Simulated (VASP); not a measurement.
# Y (Fm-3m) in VASP: relaxation of cell and atoms with PBE

Aim: the relaxation of cell and atoms of Y with PBE.

All numbers are computed with VASP 6.6.1; they aren't measurements. Logs are shortened: lines on timing, memory, paths and dates and some standing lists are left out, and cuts for length are marked.

## 1. The cell of the first run

The structure is cubic, space group Fm-3m (No. 225). The conventional cell has a = 4.744 Å, b = 4.744 Å, c = 4.744 Å, α = 90.00°, β = 90.00°, γ = 90.00°. Within 4.4 Å of Y (site symmetry m-3m) lie 12 Y at 3.35 Å.

## 2. Relaxation of cell and atoms, PBE

Input file INCAR:

```
SYSTEM = Y
PREC = Accurate ; ENCUT = 600
EDIFF = 1E-6 ; ISMEAR = -1
SIGMA = 0.03 ; LREAL = .False.
LASPH = .True. ; NELM = 60
ALGO = Normal ; ISIF = 3
LWAVE = .False. ; LCHARG = .False.
GGA = PE ; IBRION = 2
NSW = 100 ; EDIFFG = -0.005
```

Input file KPOINTS:

```
Automatic mesh
0
Gamma
  12 12 12
  0 0 0
```

Input file POSCAR:

```
Y
1.0
    0.0000000000      2.3719483530      2.3719483530
    2.3719483530      0.0000000000      2.3719483530
    2.3719483530      2.3719483530      0.0000000000
Y
1
Direct
    0.0000000000      0.0000000000      0.0000000000
```

Potentials or basis: VASP PAW PBE potentials, release 64 (Y_sv).

On the command line:

```console
$ cat potpaw_PBE.64/Y_sv/POTCAR > POTCAR
$ mpirun -np 1 vasp_std > vasp.out
```

OUTCAR:

```text
SYSTEM = Y
   PREC = Accurate
   ENCUT = 600
   EDIFF = 1E-6
   ISMEAR = -1
   LREAL = .False.
   LASPH = .True.
   NELM = 60
   ISIF = 3
   GGA = PE
   IBRION = 2
   NSW = 100
   EDIFFG = -0.005

 ion  position               nearest neighbor table
   1  0.000  0.000  0.000-

  LATTYP: Found a face centered cubic cell.
 ALAT       =     4.7438967060

  Lattice vectors:

 A1 = (   0.0000000000,   2.3719483530,   2.3719483530)
 A2 = (   2.3719483530,   0.0000000000,   2.3719483530)
 A3 = (   2.3719483530,   2.3719483530,   0.0000000000)

Analysis of symmetry for initial positions (statically):
=====================================================================
 Subroutine PRICEL returns:
 Original cell was already a primitive cell.

 Routine SETGRP: Setting up the symmetry group for a
 face centered cubic supercell.

 Subroutine GETGRP returns: Found 48 space group operations
 (whereof 48 operations were pure point group operations)
 out of a pool of 48 trial point group operations.

The static configuration has the point symmetry O_h .

Analysis of symmetry for dynamics (positions and initial velocities):
=====================================================================
 Subroutine PRICEL returns:
 Original cell was already a primitive cell.

 Routine SETGRP: Setting up the symmetry group for a
 face centered cubic supercell.

 Subroutine GETGRP returns: Found 48 space group operations
 (whereof 48 operations were pure point group operations)
 out of a pool of 48 trial point group operations.

The dynamic configuration has the point symmetry O_h .

 Subroutine INISYM returns: Found 48 space group operations
 (whereof 48 operations are pure point group operations),
 and found     1 'primitive' translations

----------------------------------------------------------------------------------------

                                     Primitive cell

  volume of cell :      26.6898

  direct lattice vectors                    reciprocal lattice vectors
     0.000000000  2.371948353  2.371948353    -0.210797170  0.210797170  0.210797170
     2.371948353  0.000000000  2.371948353     0.210797170 -0.210797170  0.210797170
     2.371948353  2.371948353  0.000000000     0.210797170  0.210797170 -0.210797170

  length of vectors
     3.354441530  3.354441530  3.354441530     0.365111408  0.365111408  0.365111408

  position of ions in fractional coordinates (direct lattice)
     0.000000000  0.000000000  0.000000000

  ion indices of the primitive-cell ions
   primitive index   ion index
                 1           1

----------------------------------------------------------------------------------------

 KPOINTS: Automatic mesh

Automatic generation of k-mesh.
 Grid dimensions read from file:
 generate k-points for:   12   12   12

 Generating k-lattice:

  Cartesian coordinates                     Fractional coordinates (reciprocal lattice)
    -0.017566431  0.017566431  0.017566431     0.083333333  0.000000000  0.000000000
     0.017566431 -0.017566431  0.017566431     0.000000000  0.083333333  0.000000000
     0.017566431  0.017566431 -0.017566431     0.000000000  0.000000000  0.083333333

  Length of vectors
     0.030425951  0.030425951  0.030425951

  Shift w.r.t. Gamma in fractional coordinates (k-lattice)
     0.000000000  0.000000000  0.000000000

 Subroutine IBZKPT returns following result:
 ===========================================

 Found     72 irreducible k-points:

 Following reciprocal coordinates:
            Coordinates               Weight
  0.000000  0.000000  0.000000      1.000000
  0.083333  0.000000  0.000000      8.000000
  0.166667  0.000000  0.000000      8.000000
  0.250000  0.000000  0.000000      8.000000
  0.333333  0.000000  0.000000      8.000000
  0.416667  0.000000  0.000000      8.000000
[... 16 lines left out ...]
  0.500000  0.166667  0.000000     24.000000
 -0.416667  0.166667  0.000000     24.000000
 [... further k-points ...]
   k-points           NKPTS =     72   k-points in BZ     NKDIM =     72   number of bands    NBANDS=      9
   number of dos      NEDOS =    301   number of ions     NIONS =      1
   total plane-waves  NPLWV =  21952
   dimension x,y,z NGX =    28 NGY =   28 NGZ =   28
   dimension x,y,z NGXF=    56 NGYF=   56 NGZF=   56
   ions per type =               1
   NGX,Y,Z   is equivalent  to a cutoff of  13.88, 13.88, 13.88 a.u.
   NGXF,Y,Z  is equivalent  to a cutoff of  27.75, 27.75, 27.75 a.u.
 SYSTEM =  Y
   PREC   = accura    normal or accurate (medium, high low for compatibility)
   ISTART =      0    job   : 0-new  1-cont  2-samecut
   ICHARG =      2    charge: 1-file 2-atom 10-const
   ISPIN  =      1    spin polarized calculation?
   LNONCOLLINEAR =      F non collinear calculations
   LSORBIT =      F    spin-orbit coupling
   LASPH  =      T    aspherical Exc in radial PAW
   ENCUT  =  600.0 eV  44.10 Ry    6.64 a.u.   6.70  6.70  6.70*2*pi/ulx,y,z
   NELM   =     60;   NELMIN=  2; NELMDL= -5     # of ELM steps
   EDIFF  = 0.1E-05   stopping-criterion for ELM
   LREAL  =      F    real-space projection
   EDIFFG = -.5E-02   stopping-criterion for IOM
   NSW    =    100    number of steps for IOM
   IBRION =      2    ionic relax: 0-MD 1-quasi-New 2-CG
   NFREE  =      1    steps in history (QN), initial steepest desc. (CG)
   ISIF   =      3    stress and relaxation
   ISYM   =      2    0-nonsym 1-usesym 2-fastsym
   POTIM  = 0.5000    time-step for ionic-motion
   TEBEG  =    0.0;   TEEND  =   0.0 temperature during run
   PSTRESS=    0.0 pullay stress
   NELECT =      11.0000    total number of electrons
   NUPDOWN=      -1.0000    fix difference up-down
   EMIN   =  10.00;   EMAX   =-10.00  energy-range for DOS
   EFERMI =   0.00;   METHOD = LEGACY
   ISMEAR =    -1;   SIGMA  =   0.03  broadening in eV -4-tet -1-fermi 0-gaus
   EFERMI_NEDOS =   21; number of points for ismear=-14 and -15
   IALGO  =     38    algorithm
   IMIX   =      4    mixing-type and parameters
     AMIX     =   0.40;   BMIX     =  1.00
     AMIX_MAG =   1.60;   BMIX_MAG =  1.00
  volume/ion in A,a.u.               =      26.69       180.11
  Fermi-wavevector in a.u.,A,eV,Ry     =   1.218308  2.302269 20.194785  1.484275
  Thomas-Fermi vector in A             =   2.353599
   LORBIT       =      0    0 simple, 1 ext, 2 COOP (PROOUT), +10 PAW based schemes
   GGA     = PE    functional components
   LHFCALC =     F    Hartree Fock is set to
   AEXX    =    0.0000 exact exchange contribution
   IVDW    =     0    specifies the selected vdW correction
   LEPSILON=     F    determine dielectric tensor
   LRPA    =     F    only Hartree local field effects (RPA)
 conjugate gradient relaxation of ions
 non-spin polarized calculation
  energy-cutoff  :      600.00
  volume of cell :       26.69
 maximum number of plane-waves:       911
   NGX = 13   NGY = 13   NGZ = 13

--------------------------------------- Ionic step        1  -------------------------------------------

 number of electron      11.0000001 magnetization

 Free energy of the ion-electron system (eV)
  ---------------------------------------------------
  ext. energy  EPLUGINS =         0.00000000
  ---------------------------------------------------
  free energy    TOTEN  =        -6.25027171 eV

  energy without entropy =       -6.24508519  energy(sigma->0) =       -6.24767845

 E-fermi :   4.0614     XC(G=0): -10.2593

 val. band max:        4.0477705190   @ k =  -0.3333   0.2500   0.0000
 cond. band min:       4.0636278814   @ k =  -0.3333   0.2500   0.0833
 fundamental gap:      0.0158573624
 Fermi energy:         4.0613899727

 k-point     1 :       0.0000    0.0000    0.0000
  band No.  band energies     occupation
      1     -38.1293      2.00000
      2     -17.6150      2.00000
      3     -17.6150      2.00000
      4     -17.6150      2.00000
      5      -0.8716      2.00000
      6       6.1083      0.00000
      7       6.1083      0.00000
      8       6.1083      0.00000
      9       8.6518      0.00000

 k-point     2 :       0.0833    0.0000    0.0000
  band No.  band energies     occupation
      1     -38.1194      2.00000
      2     -17.6930      2.00000
      3     -17.6242      2.00000
      4     -17.6242      2.00000
      5      -0.6540      2.00000
      6       5.8670      0.00000
      7       6.2087      0.00000
      8       6.2087      0.00000
      9       8.5265      0.00000
[... 253 lines left out ...]
 k-point    24 :      -0.4167    0.1667    0.0000
  band No.  band energies     occupation
      1     -37.9635      2.00000
      2     -18.5853      2.00000
      3     -17.9498      2.00000
      4     -17.7884      2.00000
      5       2.6099      2.00000
      6       4.4277      0.00001
      7       5.4857      0.00000
      8       6.5196      0.00000
      9       9.9860      0.00000

 [... further k-points ...]
[... 5 lines left out ...]
  --------------------------------------------------------------------------------------
  -------------------------------------------------------------------------------------
  Total        1.6878882      1.6878882      1.6878882      0.0000000     -0.0000000     -0.0000000
  in kB      101.3231276    101.3231276    101.3231276      0.0000000     -0.0000000     -0.0000000
  external PRESSURE =     101.3231276 kB  Pullay stress =       0.0000000 kB

 VOLUME and BASIS-vectors are now :
 -----------------------------------------------------------------------------
  energy-cutoff  :      600.00
  volume of cell :       26.69
      direct lattice vectors                 reciprocal lattice vectors
     0.000000000  2.371948353  2.371948353    -0.210797170  0.210797170  0.210797170
     2.371948353  0.000000000  2.371948353     0.210797170 -0.210797170  0.210797170
     2.371948353  2.371948353  0.000000000     0.210797170  0.210797170 -0.210797170
[... 141 lines left out ...]
 POSITION                                       TOTAL-FORCE (eV/Angst)
 -----------------------------------------------------------------------------------
      0.00000      0.00000     -0.00000        -0.000000     -0.000000      0.000000
 -----------------------------------------------------------------------------------
    total drift:                                0.000000     -0.000000     -0.000000

  FREE ENERGIE OF THE ION-ELECTRON SYSTEM (eV)
  ---------------------------------------------------
  free  energy   TOTEN  =        -6.4081310815 eV

  energy  without entropy=       -6.4029853886  energy(sigma->0) =       -6.40555824

--------------------------------------- Ionic step        6  -------------------------------------------

 number of electron      11.0000000 magnetization

 Free energy of the ion-electron system (eV)
  ---------------------------------------------------
  ext. energy  EPLUGINS =         0.00000000
  ---------------------------------------------------
  free energy    TOTEN  =        -6.40813273 eV

  energy without entropy =       -6.40298657  energy(sigma->0) =       -6.40555965

 E-fermi :   3.1214     XC(G=0):  -9.4835

 val. band max:        3.1053228642   @ k =  -0.2500   0.4167   0.1667
 cond. band min:       3.1272524499   @ k =  -0.3333   0.2500   0.0000
 fundamental gap:      0.0219295857
 Fermi energy:         3.1213841105

 k-point     1 :       0.0000    0.0000    0.0000
  band No.  band energies     occupation
      1     -39.5352      2.00000
      2     -19.2282      2.00000
      3     -19.2282      2.00000
      4     -19.2282      2.00000
      5      -1.6396      2.00000
      6       4.9239      0.00000
      7       4.9239      0.00000
      8       4.9239      0.00000
      9       6.9451      0.00000

 k-point     2 :       0.0833    0.0000    0.0000
  band No.  band energies     occupation
      1     -39.5308      2.00000
      2     -19.2691      2.00000
      3     -19.2334      2.00000
      4     -19.2334      2.00000
      5      -1.4655      2.00000
      6       4.7298      0.00000
      7       5.0047      0.00000
      8       5.0047      0.00000
      9       6.8556      0.00000
[... 253 lines left out ...]
 k-point    24 :      -0.4167    0.1667    0.0000
  band No.  band energies     occupation
      1     -39.4618      2.00000
      2     -19.7524      2.00000
      3     -19.4102      2.00000
      4     -19.3252      2.00000
      5       1.7205      2.00000
      6       3.2492      0.02782
      7       4.2287      0.00000
      8       5.2672      0.00000
      9       8.0092      0.00000

 [... further k-points ...]
[... 5 lines left out ...]
  --------------------------------------------------------------------------------------
  -------------------------------------------------------------------------------------
  Total       -0.0016886     -0.0016886     -0.0016886      0.0000000      0.0000000      0.0000000
  in kB       -0.0836560     -0.0836560     -0.0836560      0.0000000      0.0000000      0.0000000
  external PRESSURE =      -0.0836560 kB  Pullay stress =       0.0000000 kB

 VOLUME and BASIS-vectors are now :
 -----------------------------------------------------------------------------
  energy-cutoff  :      600.00
  volume of cell :       32.34
      direct lattice vectors                 reciprocal lattice vectors
    -0.000000000  2.528728998  2.528728998    -0.197727791  0.197727791  0.197727791
     2.528728998 -0.000000000  2.528728998     0.197727791 -0.197727791  0.197727791
     2.528728998  2.528728998 -0.000000000     0.197727791  0.197727791 -0.197727791

 POSITION                                       TOTAL-FORCE (eV/Angst)
 -----------------------------------------------------------------------------------
      2.52873     -0.00000      2.52873         0.000000     -0.000000      0.000000
 -----------------------------------------------------------------------------------
    total drift:                                0.000000     -0.000000      0.000000

  FREE ENERGIE OF THE ION-ELECTRON SYSTEM (eV)
  ---------------------------------------------------
  free  energy   TOTEN  =        -6.4081327310 eV

  energy  without entropy=       -6.4029865671  energy(sigma->0) =       -6.40555965

 reached required accuracy - stopping structural energy minimisation
```

Wall time 44 s (1 thread of Intel Xeon 6975P-C (Granite Rapids), shared host); peak memory 0.19 GiB.

What came out:

| Item | Value |
| --- | --- |
| Free energy | -6.4081 eV |
| Relaxed volume | 32.34 Å³/atom |
| Relaxed cell | a = 3.576 Å, b = 3.576 Å, c = 3.576 Å, α = 60.00°, β = 60.00°, γ = 60.00° |
| Space group after relaxing (to 0.05 Å) | Fm-3m (No. 225) |
| Energy gained by relaxing | 157.9 meV/atom |
| Ionic steps | 6 |
| Pressure after relaxing | 0.0 GPa |

The path:
| step | energy change (eV) | largest force (eV/Å) | pressure (GPa) | volume (Å³) |
| --- | --- | --- | --- | --- |
| 1 | 0.0000 | 0.0000 | 10.13 | 26.69 |
| 2 | -0.1508 | 0.0000 | -1.58 | 33.76 |
| 3 | -0.1579 | 0.0000 | 0.06 | 32.31 |
| 4 | -0.1578 | 0.0000 | -0.12 | 32.43 |
| 5 | -0.1579 | 0.0000 | 0.03 | 32.32 |
| 6 | -0.1579 | 0.0000 | -0.01 | 32.34 |

Final structure:
```
Y
1.0
     0.00000    2.52873    2.52873
     2.52873    0.00000    2.52873
     2.52873    2.52873    0.00000
Y
1
Direct
  0.00000 0.00000 0.00000
```

Levels at points of the mesh, in eV from the Fermi level:
```tsv
k point	band 2	band 3	band 4	band 5	band 6	band 7	band 8	band 9
(0.00, 0.00, 0.00)	-22.35	-22.35	-22.35	-4.76	1.80	1.80	1.80	3.82
(0.50, 0.00, 0.00)	-22.93	-22.43	-22.43	-1.98	0.64	1.63	1.63	5.28
(0.50, 0.50, 0.00)	-22.89	-22.56	-22.56	-1.75	-0.87	2.11	5.30	5.70
```

Caveat: the volume moved by over 15 % at a fixed basis, so the end points are rough.
